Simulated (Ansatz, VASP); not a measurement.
**NiMoIrPdW in VASP and in Ansatz**

INCAR

```
SYSTEM = NiMoIrPdW
PREC = Accurate
ENCUT = 520
EDIFF = 1E-7
ISMEAR = -1
SIGMA = 0.05
LREAL = .False.
LASPH = .True.
NELM = 150
ALGO = Normal
ISIF = 2
LWAVE = .False.
LCHARG = .True.
ISPIN = 2
MAGMOM = 1 1 0 0.6 0
LORBIT = 11
LMAXMIX = 4
GGA = RP
LELF = .True.
LVHAR = .True.
NBANDS = 40
```

File KPOINTS:

```
regular mesh
0
Gamma
  6 6 4
  0 0 0
```

File POSCAR:

```
NiMoIrPdW
1.0
    4.1170500000      0.0000000000      0.0000000000
   -2.0585300000      3.5654700000      0.0000000000
    0.0000000000      0.0000000000      5.4458000000
Ni Mo Pd Ir W
1 1 1 1 1
Direct
    0.0000000000      0.0000000000      0.9577500000
    0.6666700000      0.3333300000      0.9616100000
    0.6666700000      0.3333300000      0.4629500000
    0.3333300000      0.6666700000      0.7257200000
    0.3333300000      0.6666700000      0.2364200000
```

File input.yaml:

```yaml
crystal:
  lattice:
    - [4.11705, 0.0, 0.0]
    - [-2.05853, 3.56547, 0.0]
    - [0.0, 0.0, 5.4458]
  atoms:
    - { symbol: Ni, position: [0.0, 0.0, 0.95775], spin: 1.0 }
    - { symbol: Mo, position: [0.66667, 0.33333, 0.96161], spin: 1.0 }
    - { symbol: Pd, position: [0.66667, 0.33333, 0.46295] }
    - { symbol: Ir, position: [0.33333, 0.66667, 0.72572], spin: 0.6 }
    - { symbol: W, position: [0.33333, 0.66667, 0.23642] }
kpoints:
  mp_grid: { grid: [6, 6, 4] }
  band_path:
    path:
      - [0.0, 0.0, 0.0]
      - [0.5, 0.0, 0.0]
      - [0.3333333333, 0.3333333333, 0.0]
      - [0.0, 0.0, 0.0]
      - [0.0, 0.0, 0.5]
      - [0.5, 0.0, 0.5]
      - [0.3333333333, 0.3333333333, 0.5]
      - [0.0, 0.0, 0.5]
    npoints: 12
scf:
  occupations: { method: fermi_dirac, width: 0.05 }
hamiltonian:
  xc: rpbe
  pseudopotentials: { kind: all_electron, lapw: { basis_error: 0.002 } }
magnetization:
  spin_polarized: true
output:
  forces: true
  stress: true
  eigenvalues: true
```

Alike in both runs: functional RPBE; k mesh 6 × 6 × 4; occupations fermi-dirac, width 0.05 eV; collinear spin.

```csv
,VASP,Ansatz
version,VASP 6.6.1,Ansatz 0.2.0
potentials or method,"VASP PAW PBE potentials, release 64 (Ni, Mo_sv, Pd, Ir, W_sv), cutoff 520 eV","all-electron LAPW, scalar-relativistic"
task,single point,band structure
```

Ansatz gave:

* gap on the k mesh at the Fermi level (eV): none
* pressure (GPa): 3.7
* traceless stress, the component that is largest in VASP (GPa): 0.13
* rms of the force components (eV/Å): 0.065
* net moment per atom (μB): 0.00

Task: Estimate VASP's values.

Result: gap on the k mesh at the Fermi level (eV): none; pressure (GPa): 3.9; traceless stress, the component that is largest in VASP (GPa): 0.13; rms of the force components (eV/Å): 0.064; net moment per atom (μB): 0.00.

VASP's potentials were made for PBE, not for RPBE. Atom by atom the forces differ by 0.005 eV/Å (rms over components). A gap of «none» marks a metal or a gap that the smearing closes. Ansatz ran all-electron here, and VASP with PAW potentials.

Neither program's run includes spin-orbit coupling. Noted on Ansatz's run: the k mesh is thin for a metal, which can move the energy by tens of meV per atom.
